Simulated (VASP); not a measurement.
Wanted: the native input for a VASP 6.6.1 run.

```
Task                   : relaxation of cell and atoms
Functional             : RPBE
Dispersion             : D3(BJ)
Potentials or basis    : VASP PAW PBE potentials, release 64 (Mg, O)
Cutoff                 : 600 eV
k mesh                 : 11 × 11 × 11
Occupations            : fermi-dirac, width 0.05 eV
Spin                   : no spin polarisation
Dipole correction      : no
Further INCAR settings : ALGO = Normal; EDIFF = 1e-06; IBRION = 2; EDIFFG = -0.01; NSW = 60; ISIF = 3
```

The structure of MgO lies in POSCAR:

```
MgO
1.0
    0.0000000000      2.0970013927      2.0970013927
    2.0970013927      0.0000000000      2.0970013927
    2.0970013927      2.0970013927      0.0000000000
Mg O
1 1
Direct
    0.0000000000      0.0000000000      0.0000000000
    0.5000000000      0.5000000000      0.5000000000
```

One way to write it, as run:

INCAR

```
SYSTEM = MgO
ALGO = Normal
EDIFF = 1E-6
EDIFFG = -0.01
ENCUT = 600
GGA = RP
IBRION = 2
ISIF = 3
ISMEAR = -1
IVDW = 12
LASPH = .True.
LCHARG = .False.
LREAL = .False.
LWAVE = .False.
NELM = 80
NSW = 60
PREC = Accurate
SIGMA = 0.05
```

KPOINTS

```
k-points
0
Gamma
  11 11 11
  0 0 0
```

Potentials or basis: VASP PAW PBE potentials, release 64 (Mg, O).

Run with:

```console
$ cat potpaw_PBE.64/Mg/POTCAR potpaw_PBE.64/O/POTCAR > POTCAR
$ mpirun -np 1 vasp_std > vasp.out
```

Results of the run:

```json
{
  "Relaxed volume": "8.42 Å³/atom",
  "Relaxed cell": "a = 2.877 Å, b = 2.877 Å, c = 2.877 Å, α = 60.00°, β = 60.00°, γ = 60.00°",
  "Space group after relaxing (to 0.05 Å)": "Fm-3m (No. 225)",
  "Energy gained by relaxing": "43.2 meV/atom",
  "Ionic steps": "3",
  "Pressure after relaxing": "0.0 GPa",
  "Band gap on the k mesh": "5.91 eV, direct",
  "Dispersion energy per atom": "-1.462 eV"
}
```

Caveat: the PAW data sets were made with another functional, which shifts forces and pressure a little.

It took 9.2 s on 1 thread of Intel(R) Xeon(R) 6975P-C (Granite Rapids), on a shared host, peak memory 0.15 GiB.
